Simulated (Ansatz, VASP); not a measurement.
**SbAu: VASP beside Ansatz**

Contents of INCAR:

```
ALGO = Normal
EDIFF = 1E-8
ENCUT = 520
GGA = PE
ISIF = 2
ISMEAR = -1
LASPH = True
LCHARG = False
LEFG = True
LREAL = False
LWAVE = False
NBANDS = 15
NELM = 100
PREC = Accurate
SIGMA = 0.08
```

KPOINTS

```
k-points
0
Gamma
  10 10 10
```

POSCAR

```
SbAu
1.0
    0.0000000000      3.1108764896      3.1108764896
    3.1108764896      0.0000000000      3.1108764896
    3.1108764896      3.1108764896      0.0000000000
Au Sb
1 1
Direct
    0.0000000000      0.0000000000      0.0000000000
    0.2500000000      0.2500000000      0.2500000000
```

Input for Ansatz:

```yaml
crystal:
  lattice:
    - [0.0, 3.1108764896, 3.1108764896]
    - [3.1108764896, 0.0, 3.1108764896]
    - [3.1108764896, 3.1108764896, 0.0]
  atoms:
    - { symbol: Au, position: [0.0, 0.0, 0.0] }
    - { symbol: Sb, position: [0.25, 0.25, 0.25] }
kpoints:
  mp_grid: { grid: [10, 10, 10] }
  band_path:
    path:
      - [0.0, 0.0, 0.0]
      - [-0.5, -0.5, 0.0]
      - [-0.375, -0.375, 0.25]
      - [-0.375, 0.0, 0.375]
      - [0.0, 0.0, 0.0]
      - [0.0, 0.0, 0.5]
      - [-0.5, -0.25, 0.25]
      - [-0.5, -0.5, 0.0]
    npoints: 14
scf:
  occupations: { method: fermi_dirac, width: 0.08 }
hamiltonian:
  xc: pbe
  pseudopotentials: { kind: paw }
output:
  forces: true
  stress: true
  eigenvalues: true
  efg: { contact_densities: true }
  populations: true
  bader: true
  dos: { projected: true, de: 0.2, e_range: [-14, 8] }
  write_density: true
  write_potential: true
  elf: true
  volumetric_format: npy
```

Alike in both runs: task electric field gradients; functional PBE; k mesh 10 × 10 × 10; occupations fermi-dirac, width 0.08 eV; no spin polarisation.

```csv
,VASP,Ansatz
version,VASP 6.6.1,Ansatz 0.2.0
potentials or method,"VASP PAW PBE potentials, release 64 (Au, Sb)","PAW with Ansatz's default frozen-core files, scalar-relativistic"
plane-wave cutoff (eV),520,420
valence electrons in the cell,16,34
```

```csv
,VASP,Ansatz,Ansatz less VASP
pressure (GPa),-0.3,0.0,+0.24
```

With one functional, cell and mesh, what is left measures potentials, basis and numerics. VASP's potentials hold 16 valence electrons a cell and Ansatz's 34, so a difference there can come from the potentials and not from the codes.

Neither program's run includes spin-orbit coupling.
